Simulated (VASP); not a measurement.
# Si (R-3m) in VASP: further runs, part 2 of 2

VASP 6.6.1. The steps go on from the part before.

## 4. Single point, PBE (shortest bond scaled by 0.58)

INCAR

```
SYSTEM = Si
PREC = Accurate
ENCUT = 520
EDIFF = 1E-6
ISMEAR = -1
SIGMA = 0.05
LREAL = .False.
LASPH = .True.
NELM = 80
ALGO = Normal
ISIF = 2
LWAVE = .False.
LCHARG = .True.
GGA = PE
LELF = .True.
LVHAR = .True.
NBANDS = 11
```

KPOINTS

```
Automatic mesh
0
Gamma
  10 10 10
  0 0 0
```

POSCAR

```
Si
1.0
    0.0000000000      2.7144176166      2.7144176166
    2.7144176166      0.0000000000      2.7144176166
    2.7144176166      2.7144176166      0.0000000000
Si
2
Direct
   -0.2825000000     -0.0725000000     -0.0725000000
    0.2825000000      0.0725000000      0.0725000000
```

Potentials or basis: VASP PAW PBE potentials, release 64 (Si).

Command:

```bash
$ cat potpaw_PBE.64/Si/POTCAR > POTCAR
$ mpirun -np 1 vasp_std > vasp.out
```

OUTCAR:

```text
SYSTEM = Si
   PREC = Accurate
   ENCUT = 520
   EDIFF = 1E-6
   ISMEAR = -1
   LREAL = .False.
   LASPH = .True.
   NELM = 80
   ISIF = 2
   GGA = PE

 ion  position               nearest neighbor table
   1  0.718  0.928  0.928-   2 1.36   2 2.84   2 2.84   2 2.84
   2  0.282  0.072  0.072-   1 1.36   1 2.84   1 2.84   1 2.84

 -----------------------------------------------------------------------------
|                                                                             |
|           W    W    AA    RRRRR   N    N  II  N    N   GGGG   !!!           |
|           W    W   A  A   R    R  NN   N  II  NN   N  G    G  !!!           |
|           W    W  A    A  R    R  N N  N  II  N N  N  G       !!!           |
|           W WW W  AAAAAA  RRRRR   N  N N  II  N  N N  G  GGG   !            |
|           WW  WW  A    A  R   R   N   NN  II  N   NN  G    G                |
|           W    W  A    A  R    R  N    N  II  N    N   GGGG   !!!           |
|                                                                             |
|     The distance between some ions is very small. Please check the          |
|     nearest-neighbor list in the OUTCAR file.                               |
|     I HOPE YOU KNOW WHAT YOU ARE DOING!                                     |
|                                                                             |
[... 517 lines left out ...]
  band No.  band energies     occupation
      1      -4.8763      2.00000
      2      -0.3572      2.00000
      3       3.1561      2.00000
      4       4.0379      2.00000
      5       6.4363      0.00000
      6       7.8089      0.00000
      7      10.2324      0.00000
      8      13.2783      0.00000
      9      13.7785      0.00000
     10      15.9392      0.00000
     11      16.5150      0.00000

 [... further k-points ...]

------------------------ aborting loop because EDIFF is reached ----------------------------------------

  FORCE on cell =-STRESS in cart. coord.  units (eV):
  Direction    XX          YY          ZZ          XY          YZ          ZX
  --------------------------------------------------------------------------------------
  -------------------------------------------------------------------------------------
  Total       28.2380145     28.2380145     28.2380145    -28.8548709     28.8548709    -28.8548709
  in kB     1131.0576660   1131.0576660   1131.0576660  -1155.7655012   1155.7655012  -1155.7655012
  external PRESSURE =    1131.0576660 kB  Pullay stress =       0.0000000 kB

 VOLUME and BASIS-vectors are now :
 -----------------------------------------------------------------------------
  energy-cutoff  :      520.00
  volume of cell :       40.00
      direct lattice vectors                 reciprocal lattice vectors
     0.000000000  2.714417617  2.714417617    -0.184201575  0.184201575  0.184201575
     2.714417617  0.000000000  2.714417617     0.184201575 -0.184201575  0.184201575
     2.714417617  2.714417617  0.000000000     0.184201575  0.184201575 -0.184201575

 POSITION                                       TOTAL-FORCE (eV/Angst)
 -----------------------------------------------------------------------------------
      5.03524      4.46522      4.46522       -37.497746     37.497746     37.497746
      0.39359      0.96362      0.96362        37.497746    -37.497746    -37.497746
 -----------------------------------------------------------------------------------
    total drift:                               -0.000000     -0.000000      0.000000

  FREE ENERGIE OF THE ION-ELECTRON SYSTEM (eV)
  ---------------------------------------------------
  free  energy   TOTEN  =         7.9995227880 eV

  energy  without entropy=        8.0048834660  energy(sigma->0) =        8.00220313
```

OSZICAR:

```text
N       E                     dE             d eps       ncg     rms          rms(c)
DAV:   1     0.287417222319E+02    0.28742E+02   -0.33053E+03  2552   0.591E+02
DAV:   2     0.612265881306E+01   -0.22619E+02   -0.21758E+02  3307   0.906E+01
DAV:   3     0.508948027499E+01   -0.10332E+01   -0.10279E+01  3333   0.187E+01
DAV:   4     0.507598060041E+01   -0.13500E-01   -0.13496E-01  3167   0.254E+00
DAV:   5     0.507580824886E+01   -0.17235E-03   -0.17235E-03  3435   0.254E-01    0.881E+00
DAV:   6     0.789214924196E+01    0.28163E+01   -0.83685E+00  3043   0.109E+01    0.326E+00
DAV:   7     0.799422814326E+01    0.10208E+00   -0.12176E+00  3244   0.493E+00    0.201E+00
DAV:   8     0.799489060655E+01    0.66246E-03   -0.10673E-01  2991   0.155E+00    0.505E-01
DAV:   9     0.799965556797E+01    0.47650E-02   -0.19228E-02  3003   0.627E-01    0.334E-01
DAV:  10     0.799960532892E+01   -0.50239E-04   -0.21404E-03  3220   0.244E-01    0.107E-01
DAV:  11     0.799952293228E+01   -0.82397E-04   -0.16219E-04  2902   0.787E-02    0.581E-02
DAV:  12     0.799952278802E+01   -0.14426E-06   -0.47851E-06  3211   0.117E-02
   1 F= 0.79995228E+01 E0= 0.80022031E+01  d E =-.536068E-02
```

It took 82 s on 1 thread of AMD EPYC 7R13, shared host; peak memory 0.15 GiB.

What came out:

| Item | Value |
| --- | --- |
| Free energy | 7.9995 eV |
| Pressure | 113.1 GPa |
| Largest force | 64.948 eV/Å |
| Band gap on the k mesh | zero (bands 4 and 5 overlap by 1.16 eV) |

Forces on the atoms (eV/Å):
```
Si  -37.498  37.498  37.498
Si   37.498 -37.498 -37.498
```

Caveat: the cell differs from its parent crystal (shortest bond scaled by 0.58); atoms lie so close that the PAW spheres overlap strongly, which falsifies energies and pressures; the cell stands under pressure; forces of over 1 eV/Å act on the atoms, so gaps and moduli don't describe the material at rest.

## 5. Summary

```csv
cell,gap on the mesh (eV),pressure (GPa),largest force (eV/Å)
"as given, shortest bond scaled by 0.88",none,6.1,5.52
"as given, shortest bond scaled by 0.82",none,13.1,10.00
"as given, shortest bond scaled by 0.58",none,113.1,64.95
```

Some of these runs hold the atoms at other places in the same cell, which the table doesn't show; runs alike in all that it shows share one row.

Alike in all rows: task single point; level PBE; potentials or basis VASP PAW PBE potentials, release 64 (Si); no spin polarisation; k mesh 10 × 10 × 10; cutoff (eV) 520; smearing fermi-dirac 0.05 eV.

Caveats: the cell stands under pressure; forces of over 1 eV/Å act on the atoms, so gaps and moduli don't describe the material at rest; semilocal functionals underestimate gaps, so a narrow gap can read as zero (at least some runs); atoms lie so close that the PAW spheres overlap strongly, which falsifies energies and pressures (at least some runs).

Absolute energies hang on the potentials; compare differences alone.
